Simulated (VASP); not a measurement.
# CoSi16 (a cell with a defect) in VASP: single point with PBE

Aim: the single point of CoSi16 (a cell with a defect) with PBE.

Program: VASP 6.6.1. These are calculated values, not measurements. Logs are shortened: lines on timing, memory, paths and dates and some standing lists are left out, and cuts for length are marked.

## 1. The cell of the first run

The cell holds a defect, 17 atoms: a = 7.736 Å, b = 7.736 Å, c = 7.736 Å, α = 60.00°, β = 60.00°, γ = 60.00°.

## 2. Single point, PBE, collinear spin, ferromagnetic start

Contents of INCAR:

```
SYSTEM = CoSi16
PREC = Accurate
ENCUT = 520
EDIFF = 1E-7
ISMEAR = 0
SIGMA = 0.02
LREAL = Auto
LASPH = .True.
NELM = 150
ALGO = Normal
ISIF = 2
LWAVE = .False.
LCHARG = .False.
ISPIN = 2
MAGMOM = 0 0 0 0 0 0 0 0 0 0 0 0 0 0 0 0 1.05
LORBIT = 11
LMAXMIX = 4
GGA = PE
NBANDS = 54
```

Contents of KPOINTS:

```
Automatic mesh
0
Gamma
  2 2 2
  0 0 0
```

Contents of POSCAR:

```
CoSi16
1.0
    0.0000000000      5.4700937627     -5.4700937627
    5.4700937627      5.4700937627      0.0000000000
    5.4700937627      0.0000000000     -5.4700937627
Si Co
16 1
Direct
    0.1301885362      0.1295497903      0.1228793379
    0.1303487711      0.6187239464      0.1224611550
    0.6196393786      0.1294150577      0.1228029224
    0.6329115460      0.6322066220      0.1039282917
    0.1185528125      0.1179182712      0.6470624003
    0.1322757948      0.6239980790      0.6209175103
    0.6249442237      0.1311356864      0.6210506890
    0.6248489785      0.6239771470      0.6210146750
    0.2573570145      0.7457226836      0.2522121301
    0.2440598933      0.2430882463      0.2710645492
    0.7467861023      0.7455724119      0.2522832441
    0.7466266900      0.2565908485      0.2523973189
    0.2520710905      0.7440939181      0.7538220877
    0.2521417474      0.2510717475      0.7541400895
    0.7584461400      0.7572649903      0.7279239941
    0.7447609084      0.2510717475      0.7540892677
   -0.0615690543     -0.0624840295      0.1874502604
```

Potentials or basis: VASP PAW PBE potentials, release 64 (Si, Co).

Launch:

```bash
$ cat potpaw_PBE.64/Si/POTCAR potpaw_PBE.64/Co/POTCAR > POTCAR
$ mpirun -np 1 vasp_std > vasp.out
```

OUTCAR:

```text
SYSTEM = CoSi16
   PREC = Accurate
   ENCUT = 520
   EDIFF = 1E-7
   ISMEAR = 0
   LREAL = Auto
   LASPH = .True.
   NELM = 150
   ISIF = 2
   ISPIN = 2
   LORBIT = 11
   GGA = PE

 ion  position               nearest neighbor table
   1  0.130  0.130  0.123-  17 2.32  14 2.33  10 2.38  12 2.42   9 2.42
   2  0.130  0.619  0.122-  17 2.32  13 2.33  10 2.38  11 2.42   9 2.42
   3  0.620  0.129  0.123-  17 2.32  16 2.33  10 2.38  12 2.42  11 2.42
   4  0.633  0.632  0.104-  15 2.37   9 2.38  11 2.38  12 2.38
   5  0.119  0.118  0.647-  16 2.36  14 2.36  13 2.36  10 2.37
   6  0.132  0.624  0.621-   9 2.33  13 2.36  14 2.36  15 2.36
   7  0.625  0.131  0.621-  12 2.33  16 2.36  14 2.36  15 2.36
   8  0.625  0.624  0.621-  11 2.33  13 2.36  16 2.36  15 2.36
   9  0.257  0.746  0.252-  17 2.32   6 2.33   4 2.38   2 2.42   1 2.42
  10  0.244  0.243  0.271-   5 2.37   3 2.38   1 2.38   2 2.38
  11  0.747  0.746  0.252-  17 2.32   8 2.33   4 2.38   2 2.42   3 2.42
  12  0.747  0.257  0.252-  17 2.32   7 2.33   4 2.38   1 2.42   3 2.42
  13  0.252  0.744  0.754-   2 2.33   8 2.36   6 2.36   5 2.36
  14  0.252  0.251  0.754-   1 2.33   7 2.36   6 2.36   5 2.36
  15  0.758  0.757  0.728-   8 2.36   6 2.36   7 2.36   4 2.37
  16  0.745  0.251  0.754-   3 2.33   7 2.36   8 2.36   5 2.36
  17  0.938  0.938  0.187-   3 2.32  11 2.32   2 2.32   9 2.32   1 2.32  12 2.32

  LATTYP: Found a face centered cubic cell.
 ALAT       =    10.9401875254

  Lattice vectors:

 A1 = (   0.0000000000,   5.4700937627,  -5.4700937627)
 A2 = (   5.4700937627,   5.4700937627,   0.0000000000)
 A3 = (   5.4700937627,   0.0000000000,  -5.4700937627)

Analysis of symmetry for initial positions (statically):
=====================================================================
 Subroutine PRICEL returns:
 Original cell was already a primitive cell.

 Routine SETGRP: Setting up the symmetry group for a
 face centered cubic supercell.

 Subroutine GETGRP returns: Found  1 space group operations
 (whereof  1 operations were pure point group operations)
 out of a pool of 48 trial point group operations.

The static configuration has the point symmetry C_1 .

Analysis of symmetry for dynamics (positions and initial velocities):
=====================================================================
 Subroutine PRICEL returns:
 Original cell was already a primitive cell.

 Routine SETGRP: Setting up the symmetry group for a
 face centered cubic supercell.

 Subroutine GETGRP returns: Found  1 space group operations
 (whereof  1 operations were pure point group operations)
 out of a pool of 48 trial point group operations.

The dynamic configuration has the point symmetry C_1 .

Analysis of structural, dynamic, and magnetic symmetry:
=====================================================================
 Subroutine PRICEL returns:
[... 171 lines left out ...]
 E-fermi :   6.3331     XC(G=0):  -9.5856

 val. band max:        6.3275440087   @ k =   0.5000   0.5000   0.5000
 cond. band min:       6.3698325264   @ k =   0.0000   0.0000   0.0000
 fundamental gap:      0.0422885176
 Fermi energy:         6.3330501629

 spin component 1

 k-point     1 :       0.0000    0.0000    0.0000
  band No.  band energies     occupation
      1      -5.9507      1.00000
      2      -3.6769      1.00000
      3      -3.6614      1.00000
      4      -3.6592      1.00000
      5      -3.5438      1.00000
      6      -1.9457      1.00000
[... 397 lines left out ...]
     47      10.1919      0.00000
     48      10.2713      0.00000
 Fermi energy:         6.3330501629

 spin component 2

 k-point     1 :       0.0000    0.0000    0.0000
  band No.  band energies     occupation
      1      -5.9324      1.00000
      2      -3.6546      1.00000
      3      -3.6394      1.00000
      4      -3.6371      1.00000
      5      -3.5358      1.00000
      6      -1.9236      1.00000
[... 397 lines left out ...]
     47      10.2145      0.00000
     48      10.2966      0.00000
 [bands above 48 left out]

------------------------ aborting loop because EDIFF is reached ----------------------------------------

  FORCE on cell =-STRESS in cart. coord.  units (eV):
  Direction    XX          YY          ZZ          XY          YZ          ZX
  --------------------------------------------------------------------------------------
  -------------------------------------------------------------------------------------
  Total        2.7370591      2.7292430      2.7455115     -2.2153957      2.1668657     -2.1995536
  in kB       13.3961641     13.3579088     13.4375327    -10.8429534     10.6054297    -10.7654162
  external PRESSURE =      13.3972019 kB  Pullay stress =       0.0000000 kB

 VOLUME and BASIS-vectors are now :
 -----------------------------------------------------------------------------
  energy-cutoff  :      520.00
  volume of cell :      327.35
      direct lattice vectors                 reciprocal lattice vectors
     0.000000000  5.470093763 -5.470093763    -0.091406111  0.091406111 -0.091406111
     5.470093763  5.470093763  0.000000000     0.091406111  0.091406111  0.091406111
     5.470093763  0.000000000 -5.470093763     0.091406111 -0.091406111 -0.091406111

 POSITION                                       TOTAL-FORCE (eV/Angst)
 -----------------------------------------------------------------------------------
      1.38081      1.42079     -1.38430        -0.002365      0.005340     -0.006692
      4.05435      4.09750     -1.38289        -0.007685     -0.005338     -0.013219
      1.37966      4.09740     -4.06123         0.003518     -0.007256      0.010020
      4.02673      6.92031     -4.03058        -0.001081     -0.001243     -0.004584
      4.18452      1.29352     -4.18799        -0.010410      0.007453      0.004286
      6.80981      4.13689     -4.12004        -0.004719     -0.004495     -0.001383
[... 9 lines left out ...]
      5.49832      5.44730     -8.19885         0.006019      0.002570      0.003828
      6.15367     10.26161     -6.15868         0.005281      0.010722     -0.003379
 -----------------------------------------------------------------------------------
    total drift:                                0.005464     -0.005714     -0.007154

  FREE ENERGIE OF THE ION-ELECTRON SYSTEM (eV)
  ---------------------------------------------------
  free  energy   TOTEN  =       -91.2267006938 eV

  energy  without entropy=      -91.2247364282  energy(sigma->0) =      -91.22571856

 total charge

# of ion       s       p       d       tot
------------------------------------------
    1        0.736   0.938   0.000   1.674
    2        0.736   0.938   0.000   1.675
    3        0.737   0.938   0.000   1.675
    4        0.753   0.910   0.000   1.663
    5        0.742   0.935   0.000   1.677
    6        0.747   0.943   0.000   1.690
[... 9 lines left out ...]
   16        0.747   0.943   0.000   1.690
   17        0.445   0.470   7.629   8.544
--------------------------------------------------
tot         12.331  15.451   7.629  35.411

 magnetization (x)

# of ion       s       p       d       tot
------------------------------------------
    1        0.000   0.016   0.000   0.017
    2        0.000   0.016   0.000   0.017
    3        0.000   0.017   0.000   0.017
    4       -0.002   0.005   0.000   0.003
    5       -0.000  -0.001   0.000  -0.001
    6       -0.001   0.003   0.000   0.002
[... 9 lines left out ...]
   16       -0.001   0.003   0.000   0.002
   17       -0.001  -0.000   0.507   0.506
--------------------------------------------------
tot         -0.010   0.126   0.507   0.622
```

OSZICAR:

```text
N       E                     dE             d eps       ncg     rms          rms(c)
DAV:   1     0.259988892231E+03    0.25999E+03   -0.27373E+04  1728   0.114E+03
DAV:   2    -0.648032899053E+02   -0.32479E+03   -0.30280E+03  1844   0.204E+02
DAV:   3    -0.926419781026E+02   -0.27839E+02   -0.26753E+02  2252   0.631E+01
[... 13 lines left out ...]
DAV:  17    -0.912267136257E+02   -0.40340E-04   -0.67825E-05  2388   0.375E-02    0.665E-02
DAV:  18    -0.912267042348E+02    0.93908E-05   -0.70538E-05  2544   0.524E-02    0.257E-02
DAV:  19    -0.912267008815E+02    0.33533E-05   -0.15492E-05  2672   0.175E-02    0.120E-02
DAV:  20    -0.912267005392E+02    0.34229E-06   -0.43253E-06  2600   0.109E-02    0.284E-03
DAV:  21    -0.912267006565E+02   -0.11723E-06   -0.81292E-07  2232   0.396E-03    0.235E-03
DAV:  22    -0.912267006938E+02   -0.37343E-07   -0.10058E-07  1264   0.169E-03
   1 F= -.91226701E+02 E0= -.91225719E+02  d E =-.196427E-02  mag=     0.7515
```

It took 9.6 min on 1 thread of Oxide Virtual Turin-like, shared host; peak memory 0.69 GiB.

Results:

* Free energy: -91.2267 eV
* Pressure: 1.3 GPa
* Largest force: 0.019 eV/Å
* Net moment: 0.75 μB per cell
* Site moments: Si +0.02, +0.00, -0.00 (each value once); Co +0.51 μB
* Valence electrons inside the program's atomic spheres: Si 1.67, 1.68, 1.66, 1.69 (each value once); Co 8.54

Forces on the atoms (eV/Å):
```
Si  -0.002  0.005 -0.007
Si  -0.008 -0.005 -0.013
Si   0.004 -0.007  0.010
Si  -0.001 -0.001 -0.005
Si  -0.010  0.007  0.004
Si  -0.005 -0.004 -0.001
Si  -0.003 -0.005 -0.003
Si  -0.007  0.002 -0.002
Si  -0.001  0.006 -0.009
Si   0.001  0.003  0.004
Si  -0.001 -0.015  0.011
Si   0.005  0.003  0.010
Si  -0.001  0.000  0.002
Si   0.007  0.003  0.004
Si   0.012 -0.004 -0.005
Si   0.006  0.003  0.004
Co   0.005  0.011 -0.003
```

Caveat: the k points lie up to 0.50 Å⁻¹ apart.
